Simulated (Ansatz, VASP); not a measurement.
## B: VASP beside Ansatz

```
B
1.0
     2.57930   -1.44615    0.00111
     2.57930    1.44615    0.00111
    -1.72811    0.00000    5.68726
B
6
Direct
  0.84020 0.84020 0.00395
  0.19167 0.19167 0.56991
  0.90515 0.90515 0.72163
  0.09485 0.09485 0.27837
  0.80833 0.80833 0.43009
  0.15980 0.15980 0.99605
```

Change from the starting cell: the structure that the rattled cell fell into.

Alike in both runs: functional PBE; k mesh 16 × 16 × 8; occupations gaussian, width 0.1 eV; no spin polarisation.

Ansatz relaxed the structure, and its values are those at the end. VASP's run is a single point on that final structure, the one shown.

|  | VASP | Ansatz |
| --- | --- | --- |
| version | VASP 6.6.1 | Ansatz 0.2.0 |
| potentials or method | VASP PAW PBE potentials, release 64 (B), cutoff 500 eV | scalar-relativistic, plane waves, PAW |
| valence electrons in the cell | 18 | 18 |

```csv
,VASP,Ansatz,Ansatz less VASP
gap on the k mesh at the Fermi level (eV),none,none,-
pressure (GPa),0.1,0.0,-0.07
rms of the force components (eV/Å),0.006,0.001,-0.0049
```

A gap of «none» marks a metal or a gap that the smearing closes. With one functional, cell and mesh, what is left measures potentials, basis and numerics.
